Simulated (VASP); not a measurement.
# SrO (Fm-3m) in VASP: further runs

Runs on SrO. Level: PBE. Tasks: single point, relaxation of the atoms.

All numbers are computed with VASP 6.6.1; they aren't measurements. Logs are shortened: lines on timing, memory, paths and dates and some standing lists are left out, and cuts for length are marked.

**1. The cell of the first run**

It takes space group Fm-3m (No. 225, cubic). Conventional cell: a = 5.133 Å, b = 5.133 Å, c = 5.133 Å, α = 90.00°, β = 90.00°, γ = 90.00°. Sr (site symmetry m-3m) has 6 O at 2.57 Å within 3.4 Å. Within 3.4 Å of O (site symmetry m-3m) lie 6 Sr at 2.57 Å.

**2. Single point, PBE**

INCAR

```
  ALGO = Normal
  EDIFF = 1E-7
  ENCUT = 520
  GGA = PE
  ISIF = 2
  ISMEAR = -1
  LASPH = True
  LCHARG = False
  LREAL = False
  LWAVE = False
  NBANDS = 15
  NELM = 80
  PREC = Accurate
  SIGMA = 0.02
```

KPOINTS

```
k-points
0
Gamma
  6 6 6
```

POSCAR

```
SrO
1.0
    0.0000000000      2.5663000000      2.5663000000
    2.5663000000      0.0000000000      2.5663000000
    2.5663000000      2.5663000000      0.0000000000
Sr O
1 1
Direct
    0.5000000000      0.5000000000      0.5000000000
    0.0000000000      0.0000000000      0.0000000000
```

Potentials or basis: VASP PAW PBE potentials, release 64 (Sr_sv, O).

The run is started by

```console
$ cat potpaw_PBE.64/Sr_sv/POTCAR potpaw_PBE.64/O/POTCAR > POTCAR
$ mpirun -np 1 vasp_std > vasp.out
```

OUTCAR:

```text
EDIFF = 1E-7
   ENCUT = 520
   GGA = PE
   ISIF = 2
   ISMEAR = -1
   LASPH = True
   LREAL = False
   NELM = 80
   PREC = Accurate

 ion  position               nearest neighbor table
   1  0.500  0.500  0.500-   2 2.57   2 2.57   2 2.57   2 2.57   2 2.57   2 2.57
   2  0.000  0.000  0.000-   1 2.57   1 2.57   1 2.57   1 2.57   1 2.57   1 2.57

  LATTYP: Found a face centered cubic cell.
 ALAT       =     5.1326000000

  Lattice vectors:

 A1 = (   0.0000000000,   2.5663000000,   2.5663000000)
 A2 = (   2.5663000000,   0.0000000000,   2.5663000000)
 A3 = (   2.5663000000,   2.5663000000,   0.0000000000)

Analysis of symmetry for initial positions (statically):
[... 33 lines left out ...]
                                     Primitive cell

  volume of cell :      33.8028

  direct lattice vectors                    reciprocal lattice vectors
     0.000000000  2.566300000  2.566300000    -0.194833028  0.194833028  0.194833028
     2.566300000  0.000000000  2.566300000     0.194833028 -0.194833028  0.194833028
     2.566300000  2.566300000  0.000000000     0.194833028  0.194833028 -0.194833028

  length of vectors
     3.629296265  3.629296265  3.629296265     0.337460704  0.337460704  0.337460704

  position of ions in fractional coordinates (direct lattice)
     0.500000000  0.500000000  0.500000000
     0.000000000  0.000000000  0.000000000

  ion indices of the primitive-cell ions
   primitive index   ion index
                 1           1
                 2           2

----------------------------------------------------------------------------------------

 KPOINTS: k-points

Automatic generation of k-mesh.
 Grid dimensions read from file:
 generate k-points for:    6    6    6

 Generating k-lattice:

  Cartesian coordinates                     Fractional coordinates (reciprocal lattice)
    -0.032472171  0.032472171  0.032472171     0.166666667  0.000000000  0.000000000
     0.032472171 -0.032472171  0.032472171     0.000000000  0.166666667  0.000000000
     0.032472171  0.032472171 -0.032472171     0.000000000  0.000000000  0.166666667

  Length of vectors
     0.056243451  0.056243451  0.056243451

  Shift w.r.t. Gamma in fractional coordinates (k-lattice)
     0.000000000  0.000000000  0.000000000

 Subroutine IBZKPT returns following result:
 ===========================================

 Found     16 irreducible k-points:

 Following reciprocal coordinates:
            Coordinates               Weight
  0.000000  0.000000  0.000000      1.000000
  0.166667  0.000000  0.000000      8.000000
  0.333333  0.000000  0.000000      8.000000
  0.500000  0.000000  0.000000      4.000000
  0.166667  0.166667  0.000000      6.000000
  0.333333  0.166667  0.000000     24.000000
[... 8 lines left out ...]
 -0.333333  0.333333  0.166667     24.000000
 -0.333333  0.500000  0.166667     12.000000
   k-points           NKPTS =     16   k-points in BZ     NKDIM =     16   number of bands    NBANDS=     15
   number of dos      NEDOS =    301   number of ions     NIONS =      2
   total plane-waves  NPLWV =  21952
   dimension x,y,z NGX =    28 NGY =   28 NGZ =   28
   dimension x,y,z NGXF=    56 NGYF=   56 NGZF=   56
   ions per type =               1   1
   NGX,Y,Z   is equivalent  to a cutoff of  12.83, 12.83, 12.83 a.u.
   NGXF,Y,Z  is equivalent  to a cutoff of  25.65, 25.65, 25.65 a.u.
 SYSTEM =  unknown system
   PREC   = accura    normal or accurate (medium, high low for compatibility)
   ISTART =      0    job   : 0-new  1-cont  2-samecut
   ICHARG =      2    charge: 1-file 2-atom 10-const
   ISPIN  =      1    spin polarized calculation?
   LNONCOLLINEAR =      F non collinear calculations
   LSORBIT =      F    spin-orbit coupling
   LASPH  =      T    aspherical Exc in radial PAW
   ENCUT  =  520.0 eV  38.22 Ry    6.18 a.u.   6.75  6.75  6.75*2*pi/ulx,y,z
   NELM   =     80;   NELMIN=  2; NELMDL= -5     # of ELM steps
   EDIFF  = 0.1E-06   stopping-criterion for ELM
   LREAL  =      F    real-space projection
   EDIFFG = 0.1E-05   stopping-criterion for IOM
   NSW    =      0    number of steps for IOM
   IBRION =     -1    ionic relax: 0-MD 1-quasi-New 2-CG
   NFREE  =      0    steps in history (QN), initial steepest desc. (CG)
   ISIF   =      2    stress and relaxation
   ISYM   =      2    0-nonsym 1-usesym 2-fastsym
   POTIM  = 0.5000    time-step for ionic-motion
   TEBEG  =    0.0;   TEEND  =   0.0 temperature during run
   PSTRESS=    0.0 pullay stress
   NELECT =      16.0000    total number of electrons
   NUPDOWN=      -1.0000    fix difference up-down
   EMIN   =  10.00;   EMAX   =-10.00  energy-range for DOS
   EFERMI =   0.00;   METHOD = LEGACY
   ISMEAR =    -1;   SIGMA  =   0.02  broadening in eV -4-tet -1-fermi 0-gaus
   EFERMI_NEDOS =   21; number of points for ismear=-14 and -15
   IALGO  =     38    algorithm
   IMIX   =      4    mixing-type and parameters
     AMIX     =   0.40;   BMIX     =  1.00
     AMIX_MAG =   1.60;   BMIX_MAG =  1.00
  volume/ion in A,a.u.               =      16.90       114.06
  Fermi-wavevector in a.u.,A,eV,Ry     =   1.275843  2.410995 22.147245  1.627777
  Thomas-Fermi vector in A             =   2.408533
   LORBIT       =      0    0 simple, 1 ext, 2 COOP (PROOUT), +10 PAW based schemes
   GGA     = PE    functional components
   LHFCALC =     F    Hartree Fock is set to
   AEXX    =    0.0000 exact exchange contribution
   IVDW    =     0    specifies the selected vdW correction
   LEPSILON=     F    determine dielectric tensor
   LRPA    =     F    only Hartree local field effects (RPA)
 non-spin polarized calculation
  energy-cutoff  :      520.00
  volume of cell :       33.80
 maximum number of plane-waves:       941
   NGX = 13   NGY = 13   NGZ = 13

 number of electron      15.9999996 magnetization

 Free energy of the ion-electron system (eV)
  ---------------------------------------------------
  ext. energy  EPLUGINS =         0.00000000
  ---------------------------------------------------
  free energy    TOTEN  =       -12.03693459 eV

  energy without entropy =      -12.03693459  energy(sigma->0) =      -12.03693459

 E-fermi :   2.1374     XC(G=0): -10.0522

 val. band max:        1.6898381279   @ k =   0.0000   0.0000   0.0000
 cond. band min:       4.9510929059   @ k =   0.5000   0.5000   0.0000
 fundamental gap:      3.2612547780
 Fermi energy:         2.1374313829

 k-point     1 :       0.0000    0.0000    0.0000
  band No.  band energies     occupation
      1     -30.6805      2.00000
      2     -13.4078      2.00000
      3     -12.3126      2.00000
      4     -12.3126      2.00000
      5     -12.3126      2.00000
      6       1.6898      2.00000
      7       1.6898      2.00000
      8       1.6898      2.00000
      9       5.7123      0.00000
     10       7.9122      0.00000
     11       7.9122      0.00000
     12       7.9122      0.00000
     13      10.0917      0.00000
     14      10.0917      0.00000
     15      14.4287      0.00000

 k-point     2 :       0.1667    0.0000    0.0000
  band No.  band energies     occupation
      1     -30.6456      2.00000
      2     -13.9706      2.00000
      3     -12.3336      2.00000
      4     -12.3336      2.00000
      5     -11.8350      2.00000
      6       0.9656      2.00000
      7       1.3580      2.00000
      8       1.3580      2.00000
      9       6.8661      0.00000
     10       7.7143      0.00000
     11       8.4494      0.00000
     12       8.4494      0.00000
     13      10.7954      0.00000
     14      10.7954      0.00000
     15      16.0918      0.00000

 k-point     3 :       0.3333    0.0000    0.0000
  band No.  band energies     occupation
      1     -30.5748      2.00000
      2     -14.6652      2.00000
      3     -12.3749      2.00000
      4     -12.3749      2.00000
      5     -11.3118      2.00000
      6      -0.0675      2.00000
      7       0.7907      2.00000
      8       0.7907      2.00000
      9       7.9004      0.00000
     10       9.0164      0.00000
     11       9.7507      0.00000
     12       9.7507      0.00000
     13      12.3727      0.00000
     14      12.3727      0.00000
     15      17.6185      0.00000

 k-point     4 :       0.5000    0.0000    0.0000
  band No.  band energies     occupation
      1     -30.5387      2.00000
      2     -14.9402      2.00000
      3     -12.3951      2.00000
      4     -12.3951      2.00000
      5     -11.1225      2.00000
      6      -0.4909      2.00000
      7       0.5417      2.00000
      8       0.5417      2.00000
      9       8.2659      0.00000
     10      10.1909      0.00000
     11      10.5680      0.00000
     12      10.5680      0.00000
     13      13.6570      0.00000
     14      13.6570      0.00000
     15      16.5595      0.00000
[... 163 lines left out ...]
 k-point    14 :       0.5000    0.3333    0.1667
  band No.  band energies     occupation
      1     -30.5300      2.00000
      2     -14.4115      2.00000
      3     -12.7365      2.00000
      4     -12.5655      2.00000
      5     -11.6543      2.00000
      6       0.3470      2.00000
      7       0.8541      2.00000
      8       1.3306      2.00000
      9       6.7521      0.00000
     10       8.9572      0.00000
     11      10.5309      0.00000
     12      11.1534      0.00000
     13      12.5407      0.00000
     14      13.8328      0.00000
     15      16.1133      0.00000

 k-point    15 :      -0.3333    0.3333    0.1667
  band No.  band energies     occupation
      1     -30.5068      2.00000
      2     -14.3991      2.00000
      3     -12.8536      2.00000
      4     -12.7066      2.00000
      5     -11.6242      2.00000
      6       0.3547      2.00000
      7       1.0149      2.00000
      8       1.0786      2.00000
      9       7.9163      0.00000
     10       8.0436      0.00000
     11      10.7175      0.00000
     12      11.8271      0.00000
     13      13.1886      0.00000
     14      14.7470      0.00000
     15      15.4619      0.00000

 k-point    16 :      -0.3333    0.5000    0.1667
  band No.  band energies     occupation
      1     -30.4965      2.00000
      2     -13.9709      2.00000
      3     -13.1432      2.00000
      4     -12.8425      2.00000
      5     -11.9131      2.00000
      6       0.8000      2.00000
      7       1.2355      2.00000
      8       1.3548      2.00000
      9       6.3428      0.00000
     10       9.2986      0.00000
     11      10.1908      0.00000
     12      12.7350      0.00000
     13      12.8381      0.00000
     14      14.7335      0.00000
     15      15.2424      0.00000

------------------------ aborting loop because EDIFF is reached ----------------------------------------

  FORCE on cell =-STRESS in cart. coord.  units (eV):
  Direction    XX          YY          ZZ          XY          YZ          ZX
  --------------------------------------------------------------------------------------
  -------------------------------------------------------------------------------------
  Total        0.8274977      0.8274977      0.8274977      0.0000000      0.0000000      0.0000000
  in kB       39.2215818     39.2215818     39.2215818      0.0000000      0.0000000      0.0000000
  external PRESSURE =      39.2215818 kB  Pullay stress =       0.0000000 kB

 VOLUME and BASIS-vectors are now :
 -----------------------------------------------------------------------------
  energy-cutoff  :      520.00
  volume of cell :       33.80
      direct lattice vectors                 reciprocal lattice vectors
     0.000000000  2.566300000  2.566300000    -0.194833028  0.194833028  0.194833028
     2.566300000  0.000000000  2.566300000     0.194833028 -0.194833028  0.194833028
     2.566300000  2.566300000  0.000000000     0.194833028  0.194833028 -0.194833028

 POSITION                                       TOTAL-FORCE (eV/Angst)
 -----------------------------------------------------------------------------------
      2.56630      2.56630      2.56630        -0.000000     -0.000000      0.000000
      0.00000      0.00000      0.00000         0.000000      0.000000     -0.000000
 -----------------------------------------------------------------------------------
    total drift:                                0.000000      0.000000      0.000000

  FREE ENERGIE OF THE ION-ELECTRON SYSTEM (eV)
  ---------------------------------------------------
  free  energy   TOTEN  =       -12.0369345922 eV

  energy  without entropy=      -12.0369345922  energy(sigma->0) =      -12.03693459
```

It took 10 s on 1 thread of AMD EPYC 7R13 (Zen 3), shared host; peak memory 0.13 GiB.

Results:

* Free energy: -12.0369 eV
* Pressure: 3.9 GPa
* Band gap on the k mesh: 3.26 eV, indirect (least direct gap 3.35 eV)

Levels at points of the mesh, in eV from the valence-band top:
```
           k point  band 5  band 6  band 7  band 8  band 9  band 10  band 11  band 12
(0.00, 0.00, 0.00)  -14.00    0.00    0.00    0.00    4.02     6.22     6.22     6.22
(0.50, 0.00, 0.00)  -12.81   -2.18   -1.15   -1.15    6.58     8.50     8.88     8.88
(0.50, 0.50, 0.00)  -14.37   -0.42   -0.08   -0.08    3.26     7.85    10.21    10.43
```

A k mesh can miss the band edges. Expect the measured gap to be larger: semilocal functionals such as PBE lack the derivative discontinuity.

**3. Relaxation of the atoms, PBE**

INCAR

```
SYSTEM = SrO
ALGO     = Normal         ! electronic algorithm
EDIFF    = 1E-6           ! SCF threshold, eV
EDIFFG   = -0.02          ! ionic threshold
ENCUT    = 520            ! plane-wave cutoff, eV
GGA      = PE             ! functional
IBRION   = 2              ! ionic algorithm
ISIF     = 2              ! what is computed and relaxed
ISMEAR   = -1             ! smearing method
LASPH    = .TRUE.         ! aspherical terms in the spheres
LCHARG   = .FALSE.        ! write CHGCAR
LREAL    = .FALSE.        ! projectors in reciprocal space
LWAVE    = .FALSE.        ! write WAVECAR
NELM     = 100            ! most SCF steps
NSW      = 80             ! ionic steps
PREC     = Accurate       ! precision mode
SIGMA    = 0.02           ! smearing width, eV
```

KPOINTS

```
k-points
0
G
  6 6 6
  0 0 0
```

POSCAR is that of step 2.

Potentials or basis: VASP PAW PBE potentials, release 64 (Sr_sv, O).

The run is started by

```console
$ cat potpaw_PBE.64/Sr_sv/POTCAR potpaw_PBE.64/O/POTCAR > POTCAR
$ mpirun -np 1 vasp_std > vasp.out
```

Run time: 8.4 s. Hardware: 1 thread of AMD EPYC 7R13 (Zen 3), shared host; peak memory 0.13 GiB.

Results (log left out):

| Quantity | Value |
| --- | --- |
| Free energy | -12.0369 eV |
| Pressure after relaxing | 3.9 GPa |
| Band gap on the k mesh | 3.26 eV, indirect (least direct gap 3.35 eV) |

Final structure:
```
Sr O
1.0
     0.00000    2.56630    2.56630
     2.56630    0.00000    2.56630
     2.56630    2.56630    0.00000
Sr O
1 1
Direct
  0.50000 0.50000 0.50000
  0.00000 0.00000 0.00000
```

Levels at points of the mesh, in eV from the valence-band top:
```tsv
k point	band 4	band 5	band 6	band 7	band 8	band 9	band 10	band 11	band 12
(0.00, 0.00, 0.00)	-14.00	-14.00	0.00	0.00	0.00	4.02	6.22	6.22	6.22
(0.50, 0.00, 0.00)	-14.08	-12.81	-2.18	-1.15	-1.15	6.58	8.50	8.88	8.88
(0.50, 0.50, 0.00)	-14.37	-14.37	-0.42	-0.08	-0.08	3.26	7.85	10.21	10.43
```

Caveat: the relaxation stopped at its first step, so nothing moved. A k mesh can miss the band edges.
